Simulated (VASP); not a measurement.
# Zr2C3 (P-4m2) in VASP: further runs

Zr2C3 is run at these levels: PBE; tasks: single point.

Program: VASP 6.6.1. These are calculated values, not measurements. Logs are shortened: lines on timing, memory, paths and dates and some standing lists are left out, and cuts for length are marked.

## Step 1: The cell of the first run

It takes space group P-4m2 (No. 115, tetragonal). Conventional cell: a = 4.434 Å, b = 4.434 Å, c = 3.100 Å, α = 90.00°, β = 90.00°, γ = 90.00°. Within 3.1 Å of Zr (site symmetry 2mm) lie 6 C at 2.32 to 2.38 Å and 2 Zr at 3.10 Å. C (site symmetry -4m2) has 2 C at 1.55 Å within 2.1 Å. C (site symmetry -4m2) has 4 Zr at 2.32 Å and 2 C at 3.10 Å within 3.1 Å. C (site symmetry -4m2) has 2 C at 1.55 Å within 2.1 Å.

## Step 2: Single point, PBE

INCAR

```
SYSTEM = Zr2C3
PREC     = Accurate       ! precision mode
ENCUT    = 600            ! plane-wave cutoff, eV
EDIFF    = 1E-6           ! SCF threshold, eV
ISMEAR   = 0              ! smearing method
SIGMA    = 0.1            ! smearing width, eV
LREAL    = .FALSE.        ! projectors in reciprocal space
LASPH    = .TRUE.         ! aspherical terms in the spheres
NELM     = 120            ! most SCF steps
ALGO     = Normal         ! electronic algorithm
ISIF     = 2              ! what is computed and relaxed
LWAVE    = .FALSE.        ! write WAVECAR
LCHARG   = .FALSE.        ! write CHGCAR
GGA      = PE             ! functional
NBANDS   = 26             ! bands
GGA_COMPAT= .FALSE.
```

KPOINTS

```
regular mesh
0
G
  4 4 4
  0 0 0
```

POSCAR

```
Zr2C3
1.0
    4.4342940801      0.0000000000      0.0000000000
    0.0000000000      4.4342940801      0.0000000000
    0.0000000000      0.0000000000      3.0996371398
Zr C
2 3
Direct
    0.5000000000      0.0000000000      0.7176506245
    0.0000000000      0.5000000000      0.2823493755
    0.0000000000      0.0000000000      0.0000000000
    0.5000000000      0.5000000000      0.5000000000
    0.0000000000      0.0000000000      0.5000000000
```

Potentials or basis: VASP PAW PBE potentials, release 64 (Zr_sv, C).

Run with:

```bash
cat potpaw_PBE.64/Zr_sv/POTCAR potpaw_PBE.64/C/POTCAR > POTCAR
mpirun -np 1 vasp_std > vasp.out
```

OUTCAR:

```text
SYSTEM = Zr2C3
   PREC = Accurate
   ENCUT = 600
   EDIFF = 1E-6
   ISMEAR = 0
   LREAL = .FALSE.
   LASPH = .TRUE.
   NELM = 120
   ISIF = 2
   GGA = PE

 ion  position               nearest neighbor table
   1  0.500  0.000  0.718-   4 2.32   5 2.32   4 2.32   5 2.32   3 2.38   3 2.38   2 3.41   2 3.41
                             2 3.41   2 3.41   2 3.59   2 3.59   2 3.59   2 3.59
   2  0.000  0.500  0.282-   4 2.32   5 2.32   5 2.32   4 2.32   3 2.38   3 2.38   1 3.41   1 3.41
                             1 3.41   1 3.41   1 3.59   1 3.59   1 3.59   1 3.59
   3  0.000  0.000  0.000-   5 1.55   5 1.55   1 2.38   2 2.38   2 2.38   1 2.38
   4  0.500  0.500  0.500-   1 2.32   2 2.32   1 2.32   2 2.32
   5  0.000  0.000  0.500-   3 1.55   3 1.55   1 2.32   2 2.32   2 2.32   1 2.32

  LATTYP: Found a simple tetragonal cell.
 ALAT       =     4.4342940801
 C/A-ratio  =     0.6990147888

  Lattice vectors:

 A1 = (   4.4342940801,   0.0000000000,   0.0000000000)
 A2 = (   0.0000000000,   4.4342940801,   0.0000000000)
 A3 = (   0.0000000000,   0.0000000000,   3.0996371398)

Analysis of symmetry for initial positions (statically):
=====================================================================
 Subroutine PRICEL returns:
 Original cell was already a primitive cell.

 Routine SETGRP: Setting up the symmetry group for a
 simple tetragonal supercell.

 Subroutine GETGRP returns: Found  8 space group operations
 (whereof  8 operations were pure point group operations)
 out of a pool of 16 trial point group operations.

The static configuration has the point symmetry D_2d.

Analysis of symmetry for dynamics (positions and initial velocities):
=====================================================================
 Subroutine PRICEL returns:
 Original cell was already a primitive cell.

 Routine SETGRP: Setting up the symmetry group for a
 simple tetragonal supercell.

 Subroutine GETGRP returns: Found  8 space group operations
 (whereof  8 operations were pure point group operations)
 out of a pool of 16 trial point group operations.

The dynamic configuration has the point symmetry D_2d.

 Subroutine INISYM returns: Found  8 space group operations
 (whereof  8 operations are pure point group operations),
 and found     1 'primitive' translations

----------------------------------------------------------------------------------------

                                     Primitive cell

  volume of cell :      60.9481

  direct lattice vectors                    reciprocal lattice vectors
     4.434294080  0.000000000  0.000000000     0.225515038  0.000000000  0.000000000
     0.000000000  4.434294080  0.000000000     0.000000000  0.225515038  0.000000000
     0.000000000  0.000000000  3.099637140     0.000000000  0.000000000  0.322618408

  length of vectors
     4.434294080  4.434294080  3.099637140     0.225515038  0.225515038  0.322618408

  position of ions in fractional coordinates (direct lattice)
     0.500000000  0.000000000  0.717650625
     0.000000000  0.500000000  0.282349375
     0.000000000  0.000000000  0.000000000
     0.500000000  0.500000000  0.500000000
     0.000000000  0.000000000  0.500000000

  ion indices of the primitive-cell ions
   primitive index   ion index
                 1           1
                 2           2
                 3           3
                 4           4
                 5           5

----------------------------------------------------------------------------------------

 KPOINTS: regular mesh

Automatic generation of k-mesh.
 Grid dimensions read from file:
 generate k-points for:    4    4    4

 Generating k-lattice:

  Cartesian coordinates                     Fractional coordinates (reciprocal lattice)
     0.056378760  0.000000000  0.000000000     0.250000000  0.000000000  0.000000000
     0.000000000  0.056378760  0.000000000     0.000000000  0.250000000  0.000000000
     0.000000000  0.000000000  0.080654602     0.000000000  0.000000000  0.250000000

  Length of vectors
     0.056378760  0.056378760  0.080654602

  Shift w.r.t. Gamma in fractional coordinates (k-lattice)
     0.000000000  0.000000000  0.000000000

 Subroutine IBZKPT returns following result:
 ===========================================

 Found     18 irreducible k-points:

 Following reciprocal coordinates:
            Coordinates               Weight
  0.000000  0.000000  0.000000      1.000000
  0.250000  0.000000  0.000000      4.000000
  0.500000  0.000000  0.000000      2.000000
  0.250000  0.250000  0.000000      4.000000
  0.500000  0.250000  0.000000      4.000000
  0.500000  0.500000  0.000000      1.000000
[... 10 lines left out ...]
  0.500000  0.250000  0.500000      4.000000
  0.500000  0.500000  0.500000      1.000000
   k-points           NKPTS =     18   k-points in BZ     NKDIM =     18   number of bands    NBANDS=     26
   number of dos      NEDOS =    301   number of ions     NIONS =      5
   total plane-waves  NPLWV =  36288
   dimension x,y,z NGX =    36 NGY =   36 NGZ =   28
   dimension x,y,z NGXF=    72 NGYF=   72 NGZF=   56
   ions per type =               2   3
   NGX,Y,Z   is equivalent  to a cutoff of  13.50, 13.50, 15.02 a.u.
   NGXF,Y,Z  is equivalent  to a cutoff of  26.99, 26.99, 30.04 a.u.
 SYSTEM =  Zr2C3
   PREC   = accura    normal or accurate (medium, high low for compatibility)
   ISTART =      0    job   : 0-new  1-cont  2-samecut
   ICHARG =      2    charge: 1-file 2-atom 10-const
   ISPIN  =      1    spin polarized calculation?
   LNONCOLLINEAR =      F non collinear calculations
   LSORBIT =      F    spin-orbit coupling
   LASPH  =      T    aspherical Exc in radial PAW
   ENCUT  =  600.0 eV  44.10 Ry    6.64 a.u.   8.86  8.86  6.19*2*pi/ulx,y,z
   NELM   =    120;   NELMIN=  2; NELMDL= -5     # of ELM steps
   EDIFF  = 0.1E-05   stopping-criterion for ELM
   LREAL  =      F    real-space projection
   EDIFFG = 0.1E-04   stopping-criterion for IOM
   NSW    =      0    number of steps for IOM
   IBRION =     -1    ionic relax: 0-MD 1-quasi-New 2-CG
   NFREE  =      0    steps in history (QN), initial steepest desc. (CG)
   ISIF   =      2    stress and relaxation
   ISYM   =      2    0-nonsym 1-usesym 2-fastsym
   POTIM  = 0.5000    time-step for ionic-motion
   TEBEG  =    0.0;   TEEND  =   0.0 temperature during run
   PSTRESS=    0.0 pullay stress
   NELECT =      36.0000    total number of electrons
   NUPDOWN=      -1.0000    fix difference up-down
   EMIN   =  10.00;   EMAX   =-10.00  energy-range for DOS
   EFERMI =   0.00;   METHOD = LEGACY
   ISMEAR =     0;   SIGMA  =   0.10  broadening in eV -4-tet -1-fermi 0-gaus
   EFERMI_NEDOS =   21; number of points for ismear=-14 and -15
   IALGO  =     38    algorithm
   IMIX   =      4    mixing-type and parameters
     AMIX     =   0.40;   BMIX     =  1.00
     AMIX_MAG =   1.60;   BMIX_MAG =  1.00
  volume/ion in A,a.u.               =      12.19        82.26
  Fermi-wavevector in a.u.,A,eV,Ry     =   1.373586  2.595700 25.670619  1.886737
  Thomas-Fermi vector in A             =   2.499089
   LORBIT       =      0    0 simple, 1 ext, 2 COOP (PROOUT), +10 PAW based schemes
   GGA     = PE    functional components
   LHFCALC =     F    Hartree Fock is set to
   AEXX    =    0.0000 exact exchange contribution
   IVDW    =     0    specifies the selected vdW correction
   LEPSILON=     F    determine dielectric tensor
   LRPA    =     F    only Hartree local field effects (RPA)
 non-spin polarized calculation
 Gauss-broadening in eV      SIGMA  =   0.10
  energy-cutoff  :      600.00
  volume of cell :       60.95
 maximum number of plane-waves:      2052
 NGX is ok and might be reduce to    36
   NGX = 17   NGY = 17   NGZ = 13

 number of electron      36.0000003 magnetization

 Free energy of the ion-electron system (eV)
  ---------------------------------------------------
  ext. energy  EPLUGINS =         0.00000000
  ---------------------------------------------------
  free energy    TOTEN  =       -42.72349487 eV

  energy without entropy =      -42.71135583  energy(sigma->0) =      -42.71742535

 E-fermi :   9.7067     XC(G=0): -11.9198

 val. band max:        9.6374941487   @ k =   0.2500   0.0000   0.0000
 cond. band min:       9.7368318615   @ k =   0.5000   0.0000   0.2500
 fundamental gap:      0.0993377129
 Fermi energy:         9.7067113590

 k-point     1 :       0.0000    0.0000    0.0000
  band No.  band energies     occupation
      1     -39.1039      2.00000
      2     -39.0262      2.00000
      3     -17.4366      2.00000
      4     -17.4366      2.00000
      5     -17.0406      2.00000
      6     -17.0406      2.00000
[... 18 lines left out ...]
     25      14.1359      0.00000
     26      14.1398      0.00000

 k-point     2 :       0.2500    0.0000    0.0000
  band No.  band energies     occupation
      1     -39.0921      2.00000
      2     -39.0371      2.00000
      3     -17.4290      2.00000
      4     -17.3840      2.00000
      5     -17.1298      2.00000
      6     -17.0937      2.00000
[... 18 lines left out ...]
     25      14.4811      0.00000
     26      14.6887      0.00000

 k-point     3 :       0.5000    0.0000    0.0000
  band No.  band energies     occupation
      1     -39.0645      2.00000
      2     -39.0640      2.00000
      3     -17.4035      2.00000
      4     -17.2934      2.00000
      5     -17.2335      2.00000
      6     -17.1849      2.00000
[... 398 lines left out ...]
 k-point    17 :       0.5000    0.2500    0.5000
  band No.  band energies     occupation
      1     -38.9931      2.00000
      2     -38.9928      2.00000
      3     -17.5918      2.00000
      4     -17.5604      2.00000
      5     -17.2806      2.00000
      6     -17.1796      2.00000
[... 18 lines left out ...]
     25      14.9665      0.00000
     26      16.0066      0.00000

 k-point    18 :       0.5000    0.5000    0.5000
  band No.  band energies     occupation
      1     -38.9925      2.00000
      2     -38.9925      2.00000
      3     -17.5264      2.00000
      4     -17.5264      2.00000
      5     -17.3631      2.00000
      6     -17.2376      2.00000
[... 18 lines left out ...]
     25      15.6378      0.00000
     26      15.6378      0.00000

------------------------ aborting loop because EDIFF is reached ----------------------------------------

  FORCE on cell =-STRESS in cart. coord.  units (eV):
  Direction    XX          YY          ZZ          XY          YZ          ZX
  --------------------------------------------------------------------------------------
  -------------------------------------------------------------------------------------
  Total        0.0974445      0.0974445      0.0625628      0.0000000      0.0000000      0.0000000
  in kB        2.5615797      2.5615797      1.6446246      0.0000000      0.0000000      0.0000000
  external PRESSURE =       2.2559280 kB  Pullay stress =       0.0000000 kB

 VOLUME and BASIS-vectors are now :
 -----------------------------------------------------------------------------
  energy-cutoff  :      600.00
  volume of cell :       60.95
      direct lattice vectors                 reciprocal lattice vectors
     4.434294080  0.000000000  0.000000000     0.225515038  0.000000000  0.000000000
     0.000000000  4.434294080  0.000000000     0.000000000  0.225515038  0.000000000
     0.000000000  0.000000000  3.099637140     0.000000000  0.000000000  0.322618408

 POSITION                                       TOTAL-FORCE (eV/Angst)
 -----------------------------------------------------------------------------------
      2.21715      0.00000      2.22446         0.000000      0.000000      0.002686
      0.00000      2.21715      0.87518        -0.000000      0.000000     -0.002686
      0.00000      0.00000      0.00000        -0.000000      0.000000      0.000000
      2.21715      2.21715      1.54982        -0.000000     -0.000000      0.000000
      0.00000      0.00000      1.54982        -0.000000      0.000000      0.000000
 -----------------------------------------------------------------------------------
    total drift:                                0.000000     -0.000000     -0.000000

  FREE ENERGIE OF THE ION-ELECTRON SYSTEM (eV)
  ---------------------------------------------------
  free  energy   TOTEN  =       -42.7234948706 eV

  energy  without entropy=      -42.7113558342  energy(sigma->0) =      -42.71742535
```

Run time: 22 s. Hardware: 1 thread of Intel Xeon Platinum 8488C (Sapphire Rapids), shared host; peak memory 0.19 GiB.

Results:

```yaml
Free_energy: -42.7235 eV
Pressure: 0.2 GPa
Band_gap_on_the_k_mesh: zero (band 18 reaches 9.75 eV, above the bottom of band 19 at 9.12 eV)
```

Forces in eV/Å, atoms in the order of the input:
```
Zr   0.000  0.000  0.003
Zr   0.000  0.000 -0.003
C    0.000  0.000  0.000
C    0.000  0.000  0.000
C    0.000  0.000  0.000
```

Stress tensor (GPa, compression positive):
```
0.26 0.00 0.00
0.00 0.26 0.00
0.00 0.00 0.16
```

Levels at points of the mesh, in eV from the Fermi level:
| k point | band 15 | band 16 | band 17 | band 18 | band 19 | band 20 | band 21 | band 22 |
| --- | --- | --- | --- | --- | --- | --- | --- | --- |
| (0.00, 0.00, 0.00) | -1.60 | -1.39 | -1.31 | -1.31 | -0.37 | 0.39 | 0.39 | 1.64 |
| (0.50, 0.00, 0.00) | -2.60 | -2.37 | -1.88 | -0.79 | 0.27 | 1.32 | 2.20 | 2.26 |
| (0.50, 0.50, 0.00) | -3.59 | -3.11 | -1.11 | -1.11 | 0.96 | 1.54 | 3.69 | 3.69 |
| (0.00, 0.00, 0.50) | -3.19 | -3.19 | -0.56 | -0.56 | 0.64 | 1.96 | 3.88 | 3.88 |
| (0.50, 0.00, 0.50) | -3.36 | -2.60 | -2.09 | -1.54 | 1.14 | 2.73 | 3.02 | 3.43 |
| (0.50, 0.50, 0.50) | -4.02 | -3.92 | -1.93 | -1.93 | 0.77 | 0.98 | 2.52 | 2.74 |

Caveat: the k points lie up to 0.51 Å⁻¹ apart.

## Step 3: Single point, PBE

This run uses another cell than the first one, of 15.90 Å³/atom, 1.305 times its volume.

INCAR

```
PREC = Accurate
ENCUT = 600
EDIFF = 1E-6
ISMEAR = 0
SIGMA = 0.1
LREAL = False
LASPH = True
NELM = 120
ALGO = Normal
ISIF = 2
LWAVE = False
LCHARG = True
GGA = PE
LELF = True
LVHAR = True
NBANDS = 26
GGA_COMPAT = False
```

KPOINTS

```
Automatic mesh
0
Gamma
  4 4 4
```

POSCAR

```
Zr2C3
1.0
    3.8310019600      0.0000000000      0.0000000000
    0.0000000000      3.8310019600      0.0000000000
    0.0000000000      0.0000000000      5.4178549300
Zr C
2 3
Direct
    0.5000000000      0.0000000000      0.7500000000
    0.0000000000      0.5000000000      0.2500000000
    0.0000000000      0.0000000000      0.0000000000
    0.5000000000      0.5000000000      0.5000000000
    0.0000000000      0.0000000000      0.5000000000
```

Potentials or basis: VASP PAW PBE potentials, release 64 (Zr_sv, C).

Run with:

```bash
cat potpaw_PBE.64/Zr_sv/POTCAR potpaw_PBE.64/C/POTCAR > POTCAR
mpirun -np 1 vasp_std > vasp.out
```

Run time: 34 s. Hardware: 1 thread of Intel Xeon Platinum 8488C (Sapphire Rapids), shared host; peak memory 0.22 GiB.

Results (log left out):

| Item | Value |
| --- | --- |
| Free energy | -41.0080 eV |
| Pressure | -13.2 GPa |
| Largest force | 0.971 eV/Å |
| Band gap on the k mesh | zero (band 18 reaches 6.82 eV, above the bottom of band 19 at 5.80 eV) |

Forces on the atoms (eV/Å):
```
Zr   0.000  0.000 -0.971
Zr   0.000  0.000  0.971
C    0.000  0.000  0.000
C    0.000  0.000  0.000
C    0.000  0.000  0.000
```

Stress tensor (GPa, compression positive):
```
-13.02   0.00   0.00
  0.00 -13.02   0.00
  0.00   0.00 -13.46
```

Levels at points of the mesh, in eV from the Fermi level:
```
           k point  band 15  band 16  band 17  band 18  band 19  band 20  band 21  band 22
(0.00, 0.00, 0.00)    -2.85    -1.09    -1.09     0.69     0.69     1.10     2.06     2.06
(0.50, 0.00, 0.00)    -2.45    -1.94    -1.45    -0.74    -0.12     1.24     1.68     2.30
(0.50, 0.50, 0.00)    -1.12    -1.12    -0.86    -0.04     0.14     0.84     0.84     3.04
(0.00, 0.00, 0.50)    -1.96    -1.85    -1.85    -1.74     1.72     1.72     2.00     2.52
(0.50, 0.00, 0.50)    -2.46    -2.14    -0.42    -0.30    -0.11     0.17     2.54     2.62
(0.50, 0.50, 0.50)    -2.39    -1.20    -0.92    -0.81     0.00     0.80     0.80     3.21
```

Caveat: the k points lie up to 0.41 Å⁻¹ apart.

## Step 4: Single point, PBE

This run uses another cell than the first one, of 12.43 Å³/atom, 1.020 times its volume.

INCAR

```
PREC = Accurate
ENCUT = 600
EDIFF = 1E-6
ISMEAR = 0
SIGMA = 0.1
LREAL = F
LASPH = T
NELM = 120
ALGO = Normal
ISIF = 2
LWAVE = F
LCHARG = F
GGA = PE
NBANDS = 26
GGA_COMPAT = F
```

KPOINTS

```
Automatic mesh
0
Gamma
  4 4 6
```

POSCAR

```
Zr2C3
1.0
    4.4281644934      0.0000000000      0.0000000000
    0.0000000000      4.4281644934      0.0000000000
    0.0000000000      0.0000000000      3.1707817690
Zr C
2 3
Direct
    0.5000000000      0.0000000000      0.6836656632
    0.0000000000      0.5000000000      0.3163343368
    0.0000000000      0.0000000000      0.0000000000
    0.5000000000      0.5000000000      0.5000000000
    0.0000000000      0.0000000000      0.5000000000
```

Run with:

```bash
cat potpaw_PBE.64/Zr_sv/POTCAR potpaw_PBE.64/C/POTCAR > POTCAR
mpirun -np 1 vasp_std > vasp.out
```

Wall time 29 s (1 thread of Intel Xeon Platinum 8488C (Sapphire Rapids), shared host); peak memory 0.19 GiB.

It converged, with:

- Free energy: -42.7917 eV
- Pressure: 0.2 GPa
- Band gap on the k mesh: zero (band 18 reaches 9.05 eV, above the bottom of band 19 at 8.55 eV)

Forces in eV/Å, atoms in the order of the input:
```
Zr   0.000  0.000  0.002
Zr   0.000  0.000 -0.002
C    0.000  0.000  0.000
C    0.000  0.000  0.000
C    0.000  0.000  0.000
```

Stress tensor (GPa, compression positive):
```
0.27 0.00 0.00
0.00 0.27 0.00
0.00 0.00 0.15
```

Levels at points of the mesh, in eV from the Fermi level:
| k point | band 14 | band 15 | band 16 | band 17 | band 18 | band 19 | band 20 | band 21 | band 22 | band 23 |
| --- | --- | --- | --- | --- | --- | --- | --- | --- | --- | --- |
| (0.00, 0.00, 0.00) | -2.14 | -1.80 | -1.00 | -0.86 | -0.86 | 0.26 | 0.65 | 0.65 | 1.96 | 4.21 |
| (0.50, 0.00, 0.00) | -3.19 | -2.49 | -2.21 | -1.60 | -0.28 | 0.47 | 1.51 | 2.71 | 2.78 | 3.23 |
| (0.50, 0.50, 0.00) | -3.23 | -3.23 | -2.99 | -0.88 | -0.88 | 0.86 | 1.91 | 3.72 | 3.72 | 4.21 |
| (0.00, 0.00, 0.50) | -3.30 | -2.59 | -2.59 | -0.08 | -0.08 | 0.48 | 2.99 | 3.89 | 3.89 | 4.88 |
| (0.50, 0.00, 0.50) | -3.52 | -2.79 | -2.43 | -1.47 | -1.17 | 1.59 | 3.16 | 3.29 | 3.81 | 3.92 |
| (0.50, 0.50, 0.50) | -3.65 | -3.42 | -3.42 | -1.81 | -1.81 | 1.25 | 1.65 | 2.90 | 3.53 | 4.12 |

## Step 5: Summary

```tsv
cell	k mesh	gap on the mesh (eV)	pressure (GPa)
a = 4.434, b = 4.434, c = 3.100 Å, 5 atoms	4 × 4 × 4	none	0.2
a = 3.831, b = 3.831, c = 5.418 Å, 5 atoms	4 × 4 × 4	none	-13.2
a = 4.428, b = 4.428, c = 3.171 Å, 5 atoms	4 × 4 × 6	none	0.2
```

Alike in all rows: task single point; level PBE; potentials or basis VASP PAW PBE potentials, release 64 (Zr_sv, C); no spin polarisation; cutoff (eV) 600; smearing gaussian 0.1 eV.

Caveats: some runs use coarse meshes.

Total energies depend on the potentials used, so only differences within one code and one set of settings carry meaning.
